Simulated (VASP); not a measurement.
Wanted: the native input for a VASP 6.6.1 run.

| Property | Result |
| --- | --- |
| Task | relaxation of cell and atoms |
| Functional | PBEsol |
| Potentials or basis | VASP PAW PBE potentials, release 64 (V_sv) |
| Cutoff | 600 eV |
| k mesh | 12 × 12 × 6 |
| Occupations | fermi-dirac, width 0.05 eV |
| Spin | collinear spin, ferromagnetic start |
| Starting moments | [2.0, 2.0] μB |
| Target pressure | 5 GPa |
| Dipole correction | no |
| Further INCAR settings | ALGO = Normal; EDIFF = 1e-07; IBRION = 2; EDIFFG = -0.005; NSW = 80; ISIF = 3 |

The structure of V lies in POSCAR:

```
V
1.0
    2.6042941027      0.0000000000      0.0000000000
   -1.3021470513      2.2553848518      0.0000000000
    0.0000000000      0.0000000000      4.7233360000
V
2
Direct
    0.3333333333      0.6666666667      0.2500000000
    0.6666666667      0.3333333333      0.7500000000
```

This isn't the form of V at room conditions, which is bcc.

One way to write it, as run:

INCAR

```
SYSTEM = V
PREC = Accurate
ENCUT = 600
EDIFF = 1E-7
ISMEAR = -1
SIGMA = 0.05
LREAL = .FALSE.
LASPH = .TRUE.
NELM = 150
ALGO = Normal
ISIF = 3
LWAVE = .FALSE.
LCHARG = .FALSE.
ISPIN = 2
MAGMOM = 2 2
LORBIT = 11
LMAXMIX = 4
GGA = PS
IBRION = 2
NSW = 80
EDIFFG = -0.005
PSTRESS = 50.0
```

KPOINTS

```
regular mesh
0
G
  12 12 6
  0 0 0
```

Potentials or basis: VASP PAW PBE potentials, release 64 (V_sv).

The run is started by

```bash
$ cat potpaw_PBE.64/V_sv/POTCAR > POTCAR
$ mpirun -np 1 vasp_std > vasp.out
```

It gave:

The relaxed volume is 12.98 Å³/atom, the relaxed cell is a = 2.548 Å, b = 2.548 Å, c = 4.617 Å, α = 90.00°, β = 90.00°, γ = 120.00° and the space group after relaxing (to 0.1 Å) is P6_3/mmc (No. 194). The energy change on relaxing (the run minimises the enthalpy) is -7.7 meV/atom, the ionic steps are 9 and the pressure after relaxing is 5.0 GPa. The band gap on the k mesh is zero (filled and empty bands overlap). The net moment is 0.00 μB per cell. The valence electrons inside the program's atomic spheres are V 11.75.

Caveat: the cell is relaxed towards a set pressure, so the run minimises the enthalpy, not the energy; the moments typed at the start vanished in this run; the PAW data sets were made with another functional, which shifts forces and pressure a little.

It took 7.8 min on 1 thread of Intel(R) Xeon(R) Platinum 8375C CPU @ 2.90GHz (Ice Lake) (shared host), peak memory 0.22 GiB.
